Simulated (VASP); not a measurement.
# Ru (P-3m1) in VASP: further runs, part 2 of 2

VASP 6.6.1.

### Step 3. Single point, PBEsol (atoms displaced along a vibrational mode)

INCAR reads:

```
ALGO = Fast
EDIFF = 1E-7
ENCUT = 520
GGA = PS
ISIF = 2
ISMEAR = 0
LASPH = True
LCHARG = False
LREAL = False
LWAVE = False
NBANDS = 21
NELM = 100
PREC = Accurate
SIGMA = 0.15
```

KPOINTS reads:

```
k-points
0
Gamma
  24 24 14
```

POSCAR reads:

```
Ru
1.0
    2.6895239996      0.0000000000      0.0000000000
   -1.3447619998      2.3291961077      0.0000000000
    0.0000000000      0.0000000000      4.2519209508
Ru
2
Direct
    0.3333333333      0.6666666667      0.2147218277
    0.6666666667      0.3333333333      0.7852781723
```

Potentials or basis: VASP PAW PBE potentials, release 64 (Ru_pv).

Launch:

```bash
$ cat potpaw_PBE.64/Ru_pv/POTCAR > POTCAR
$ mpirun -np 1 vasp_std > vasp.out
```

OUTCAR:

```text
EDIFF = 1E-7
   ENCUT = 520
   GGA = PS
   ISIF = 2
   ISMEAR = 0
   LASPH = True
   LREAL = False
   NELM = 100
   PREC = Accurate

 ion  position               nearest neighbor table
   1  0.333  0.667  0.215-   2 2.40   2 2.40   2 2.40   2 2.88   2 2.88   2 2.88
   2  0.667  0.333  0.785-   1 2.40   1 2.40   1 2.40   1 2.88   1 2.88   1 2.88

  LATTYP: Found a hexagonal cell.
 ALAT       =     2.6895239996
 C/A-ratio  =     1.5809195052

  Lattice vectors:

 A1 = (   2.6895239996,   0.0000000000,   0.0000000000)
 A2 = (  -1.3447619998,   2.3291961077,   0.0000000000)
 A3 = (   0.0000000000,   0.0000000000,   4.2519209508)

Analysis of symmetry for initial positions (statically):
=====================================================================
 Subroutine PRICEL returns:
 Original cell was already a primitive cell.

 Routine SETGRP: Setting up the symmetry group for a
 hexagonal supercell.

 Subroutine GETGRP returns: Found 12 space group operations
 (whereof 12 operations were pure point group operations)
 out of a pool of 24 trial point group operations.

The static configuration has the point symmetry D_3d.

Analysis of symmetry for dynamics (positions and initial velocities):
=====================================================================
 Subroutine PRICEL returns:
 Original cell was already a primitive cell.

 Routine SETGRP: Setting up the symmetry group for a
 hexagonal supercell.

 Subroutine GETGRP returns: Found 12 space group operations
 (whereof 12 operations were pure point group operations)
 out of a pool of 24 trial point group operations.

The dynamic configuration has the point symmetry D_3d.

 Subroutine INISYM returns: Found 12 space group operations
 (whereof 12 operations are pure point group operations),
 and found     1 'primitive' translations

----------------------------------------------------------------------------------------

                                     Primitive cell

  volume of cell :      26.6359

  direct lattice vectors                    reciprocal lattice vectors
     2.689524000  0.000000000  0.000000000     0.371813005  0.214666338  0.000000000
    -1.344762000  2.329196108  0.000000000     0.000000000  0.429332677  0.000000000
     0.000000000  0.000000000  4.251920951     0.000000000  0.000000000  0.235187815

  length of vectors
     2.689524000  2.689524000  4.251920951     0.429332677  0.429332677  0.235187815

  position of ions in fractional coordinates (direct lattice)
     0.333333333  0.666666667  0.214721828
     0.666666667  0.333333333  0.785278172

  ion indices of the primitive-cell ions
   primitive index   ion index
                 1           1
                 2           2

----------------------------------------------------------------------------------------

 KPOINTS: k-points

Automatic generation of k-mesh.
 Grid dimensions read from file:
 generate k-points for:   24   24   14

 Generating k-lattice:

  Cartesian coordinates                     Fractional coordinates (reciprocal lattice)
     0.015492209  0.008944431  0.000000000     0.041666667  0.000000000  0.000000000
     0.000000000  0.017888862  0.000000000     0.000000000  0.041666667  0.000000000
     0.000000000  0.000000000  0.016799130     0.000000000  0.000000000  0.071428571

  Length of vectors
     0.017888862  0.017888862  0.016799130

  Shift w.r.t. Gamma in fractional coordinates (k-lattice)
     0.000000000  0.000000000  0.000000000

 Subroutine IBZKPT returns following result:
 ===========================================

 Found    776 irreducible k-points:

 Following reciprocal coordinates:
            Coordinates               Weight
  0.000000  0.000000  0.000000      1.000000
  0.041667  0.000000  0.000000      6.000000
  0.083333  0.000000  0.000000      6.000000
  0.125000 -0.000000  0.000000      6.000000
  0.166667  0.000000  0.000000      6.000000
  0.208333  0.000000  0.000000      6.000000
[... 16 lines left out ...]
  0.416667  0.041667  0.000000     12.000000
  0.458333  0.041667  0.000000     12.000000
 [... further k-points ...]
   k-points           NKPTS =    776   k-points in BZ     NKDIM =    776   number of bands    NBANDS=     21
   number of dos      NEDOS =    301   number of ions     NIONS =      2
   total plane-waves  NPLWV =  12800
   dimension x,y,z NGX =    20 NGY =   20 NGZ =   32
   dimension x,y,z NGXF=    40 NGYF=   40 NGZF=   64
   ions per type =               2
   NGX,Y,Z   is equivalent  to a cutoff of  12.36, 12.36, 12.51 a.u.
   NGXF,Y,Z  is equivalent  to a cutoff of  24.72, 24.72, 25.02 a.u.
 SYSTEM =  unknown system
   PREC   = accura    normal or accurate (medium, high low for compatibility)
   ISTART =      0    job   : 0-new  1-cont  2-samecut
   ICHARG =      2    charge: 1-file 2-atom 10-const
   ISPIN  =      1    spin polarized calculation?
   LNONCOLLINEAR =      F non collinear calculations
   LSORBIT =      F    spin-orbit coupling
   LASPH  =      T    aspherical Exc in radial PAW
   ENCUT  =  520.0 eV  38.22 Ry    6.18 a.u.   5.00  5.00  7.91*2*pi/ulx,y,z
   NELM   =    100;   NELMIN=  2; NELMDL= -5     # of ELM steps
   EDIFF  = 0.1E-06   stopping-criterion for ELM
   LREAL  =      F    real-space projection
   EDIFFG = 0.1E-05   stopping-criterion for IOM
   NSW    =      0    number of steps for IOM
   IBRION =     -1    ionic relax: 0-MD 1-quasi-New 2-CG
   NFREE  =      0    steps in history (QN), initial steepest desc. (CG)
   ISIF   =      2    stress and relaxation
   ISYM   =      2    0-nonsym 1-usesym 2-fastsym
   POTIM  = 0.5000    time-step for ionic-motion
   TEBEG  =    0.0;   TEEND  =   0.0 temperature during run
   PSTRESS=    0.0 pullay stress
   NELECT =      28.0000    total number of electrons
   NUPDOWN=      -1.0000    fix difference up-down
   EMIN   =  10.00;   EMAX   =-10.00  energy-range for DOS
   EFERMI =   0.00;   METHOD = LEGACY
   ISMEAR =     0;   SIGMA  =   0.15  broadening in eV -4-tet -1-fermi 0-gaus
   EFERMI_NEDOS =   21; number of points for ismear=-14 and -15
   IALGO  =     68    algorithm
   IMIX   =      4    mixing-type and parameters
     AMIX     =   0.40;   BMIX     =  1.00
     AMIX_MAG =   1.60;   BMIX_MAG =  1.00
  volume/ion in A,a.u.               =      13.32        89.87
  Fermi-wavevector in a.u.,A,eV,Ry     =   1.664582  3.145605 37.699491  2.770834
  Thomas-Fermi vector in A             =   2.751101
   LORBIT       =      0    0 simple, 1 ext, 2 COOP (PROOUT), +10 PAW based schemes
   GGA     = PS    functional components
   LHFCALC =     F    Hartree Fock is set to
   AEXX    =    0.0000 exact exchange contribution
   IVDW    =     0    specifies the selected vdW correction
   LEPSILON=     F    determine dielectric tensor
   LRPA    =     F    only Hartree local field effects (RPA)
 non-spin polarized calculation
 RMM-DIIS sequential band-by-band and
 Gauss-broadening in eV      SIGMA  =   0.15
  energy-cutoff  :      520.00
  volume of cell :       26.64
 maximum number of plane-waves:       738
   NGX =  9   NGY =  9   NGZ = 15

 number of electron      28.0000004 magnetization

 Free energy of the ion-electron system (eV)
  ---------------------------------------------------
  ext. energy  EPLUGINS =         0.00000000
  ---------------------------------------------------
  free energy    TOTEN  =       -19.67677611 eV

  energy without entropy =      -19.65342675  energy(sigma->0) =      -19.66510143

 E-fermi :  13.1915     XC(G=0): -14.3357

 val. band max:       13.1913267035   @ k =   0.0000   0.0833   0.4286
 cond. band min:      13.1922580742   @ k =   0.0833   0.0000   0.0714
 fundamental gap:      0.0009313707
 Fermi energy:        13.1915018329

 k-point     1 :       0.0000    0.0000    0.0000
  band No.  band energies     occupation
      1     -30.8046      2.00000
      2     -29.7080      2.00000
      3     -29.7080      2.00000
      4     -29.3917      2.00000
      5     -29.3917      2.00000
      6     -29.2901      2.00000
[... 13 lines left out ...]
     20      23.3902      0.00000
     21      23.4005      0.00000
[... 529 lines left out ...]
 k-point    24 :       0.4583    0.0417    0.0000
  band No.  band energies     occupation
      1     -30.6401      2.00000
      2     -30.5471      2.00000
      3     -30.0019      2.00000
      4     -29.8311      2.00000
      5     -29.5584      2.00000
      6     -29.4958      2.00000
[... 13 lines left out ...]
     20      25.8307      0.00000
     21      26.0891      0.00000

 [... further k-points ...]

------------------------ aborting loop because EDIFF is reached ----------------------------------------

  FORCE on cell =-STRESS in cart. coord.  units (eV):
  Direction    XX          YY          ZZ          XY          YZ          ZX
  --------------------------------------------------------------------------------------
  -------------------------------------------------------------------------------------
  Total        1.7970524      1.7970524      5.7501287      0.0000000      0.0000000      0.0000000
  in kB      108.0947658    108.0947658    345.8768412      0.0000000      0.0000000      0.0000000
  external PRESSURE =     187.3554576 kB  Pullay stress =       0.0000000 kB

 VOLUME and BASIS-vectors are now :
 -----------------------------------------------------------------------------
  energy-cutoff  :      520.00
  volume of cell :       26.64
      direct lattice vectors                 reciprocal lattice vectors
     2.689524000  0.000000000  0.000000000     0.371813005  0.214666338  0.000000000
    -1.344762000  2.329196108  0.000000000     0.000000000  0.429332677  0.000000000
     0.000000000  0.000000000  4.251920951     0.000000000  0.000000000  0.235187815

 POSITION                                       TOTAL-FORCE (eV/Angst)
 -----------------------------------------------------------------------------------
     -0.00000      1.55280      0.91298        -0.000000      0.000000      5.017333
      1.34476      0.77640      3.33894         0.000000     -0.000000     -5.017333
 -----------------------------------------------------------------------------------
    total drift:                                0.000000     -0.000000      0.000000

  FREE ENERGIE OF THE ION-ELECTRON SYSTEM (eV)
  ---------------------------------------------------
  free  energy   TOTEN  =       -19.6767761078 eV

  energy  without entropy=      -19.6534267456  energy(sigma->0) =      -19.66510143
```

Run time: 7.4 min. Hardware: 1 thread of Intel Xeon 8259CL, shared host; peak memory 0.42 GiB.

Results:

```
Free energy            : -19.6768 eV
Pressure               : 18.7 GPa
Largest force          : 5.017 eV/Å
Band gap on the k mesh : zero (bands 14 and 15 overlap by 2.68 eV)
```

Forces on the atoms (eV/Å):
```
Ru   0.000  0.000  5.017
Ru   0.000  0.000 -5.017
```

Stress tensor (GPa, compression positive):
```
10.81  0.00  0.00
 0.00 10.81  0.00
 0.00  0.00 34.59
```

Caveat: the cell differs from its parent crystal (atoms displaced along a vibrational mode); the cell stands under pressure; the PAW data sets were made with another functional, which shifts forces and pressure a little.

### Step 4. Single point, PBEsol (atoms displaced along a vibrational mode)

INCAR reads:

```
SYSTEM = Ru
ALGO = Fast
EDIFF = 1E-7
ENCUT = 520
GGA = PS
ISIF = 2
ISMEAR = 0
LASPH = .True.
LCHARG = .False.
LREAL = .False.
LWAVE = .False.
NBANDS = 21
NELM = 80
PREC = Accurate
SIGMA = 0.15
```

KPOINTS reads:

```
k-points
0
Gamma
  24 24 14
  0 0 0
```

POSCAR reads:

```
Ru
1.0
    2.6895239996      0.0000000000      0.0000000000
   -1.3447619998      2.3291961077      0.0000000000
    0.0000000000      0.0000000000      4.2519209508
Ru
2
Direct
    0.3333333333      0.6666666667      0.2735187815
    0.6666666667      0.3333333333      0.7264812185
```

Launch:

```bash
$ cat potpaw_PBE.64/Ru_pv/POTCAR > POTCAR
$ mpirun -np 1 vasp_std > vasp.out
```

Run time: 6.5 min. Hardware: 1 thread of Intel Xeon 8259CL, shared host; peak memory 0.42 GiB.

Results (log left out):

* Free energy: -20.0709 eV
* Pressure: 8.2 GPa
* Largest force: 2.945 eV/Å
* Band gap on the k mesh: zero (bands 14 and 15 overlap by 2.89 eV)

Forces in eV/Å, atoms in the order of the input:
```
Ru   0.000  0.000 -2.945
Ru   0.000  0.000  2.945
```

Stress tensor (GPa, compression positive):
```
 4.74  0.00  0.00
 0.00  4.74  0.00
 0.00  0.00 15.14
```

Levels at points of the mesh, in eV from the Fermi level:
```tsv
k point	band 10	band 11	band 12	band 13	band 14	band 15	band 16	band 17	band 18	band 19
(0.00, 0.00, 0.00)	-2.94	-2.54	-2.54	-2.51	-1.14	-1.14	1.33	1.33	1.50	9.77
(0.50, 0.00, 0.00)	-3.35	-2.11	-1.88	-1.52	1.34	1.71	2.18	4.11	6.24	10.21
(0.00, 0.00, 0.50)	-3.12	-3.12	-3.09	-3.09	-1.86	0.20	0.20	1.03	1.03	10.22
(0.50, 0.00, 0.50)	-4.08	-2.09	-0.31	0.24	0.54	1.50	1.83	2.76	3.99	9.84
```

Caveat: the cell differs from its parent crystal (atoms displaced along a vibrational mode); the cell stands under pressure; the PAW data sets were made with another functional, which shifts forces and pressure a little.

### Step 5. Overview

```tsv
cell	further INCAR settings	gap on the mesh (eV)	pressure (GPa)	largest force (eV/Å)
as given, atomic positions A	ALGO = Fast; EDIFF = 1e-06; NBANDS = 21	none	33.8	7.73
as given, atomic positions B	ALGO = Fast; EDIFF = 1e-07; NBANDS = 21	none	18.7	5.02
as given, atomic positions C	ALGO = Fast; EDIFF = 1e-07; NBANDS = 21	none	8.2	2.95
```

Alike in all rows: task single point; level PBEsol; potentials or basis VASP PAW PBE potentials, release 64 (Ru_pv); no spin polarisation; k mesh 24 × 24 × 14; cutoff (eV) 520; smearing gaussian 0.15 eV.

Caveats: the cell stands under pressure; the PAW data sets were made with another functional, which shifts forces and pressure a little.

Absolute energies hang on the potentials; compare differences alone.
